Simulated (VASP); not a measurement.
A run of VASP 6.6.1:

The input INCAR:

```
SYSTEM = Na3Mo
PREC = Accurate
ENCUT = 520
EDIFF = 1E-6
ISMEAR = 0
SIGMA = 0.1
LREAL = .False.
LASPH = .True.
NELM = 150
ALGO = Fast
ISIF = 2
LWAVE = .False.
LCHARG = .False.
ISPIN = 2
MAGMOM = 0 0 0 4.2
LORBIT = 11
LMAXMIX = 4
GGA = PE
NBANDS = 30
```

The input KPOINTS:

```
regular mesh
0
Gamma
  10 10 10
  0 0 0
```

Contents of POSCAR:

```
Na3Mo
1.0
   -3.2025298080      3.2025298080      3.2025298080
    3.2025298080     -3.2025298080      3.2025298080
    3.2025298080      3.2025298080     -3.2025298080
Na Mo
3 1
Direct
    0.0000000000      0.5000000000      0.5000000000
    0.5000000000      0.0000000000      0.5000000000
    0.5000000000      0.5000000000      0.0000000000
    0.0000000000      0.0000000000      0.0000000000
```

Potentials or basis: VASP PAW PBE potentials, release 64 (Na_pv, Mo_sv).

Command:

```console
$ cat potpaw_PBE.64/Na_pv/POTCAR potpaw_PBE.64/Mo_sv/POTCAR > POTCAR
$ mpirun -np 1 vasp_std > vasp.out
```

Hardware: 1 thread of Intel Xeon 8259CL (shared host).

Task: How long does it take, and how much memory?

Result: It took 13 min on 1 thread of Intel Xeon 8259CL, with other jobs on the host, peak memory 0.48 GiB. Counts: scf iterations 14, k points 47.
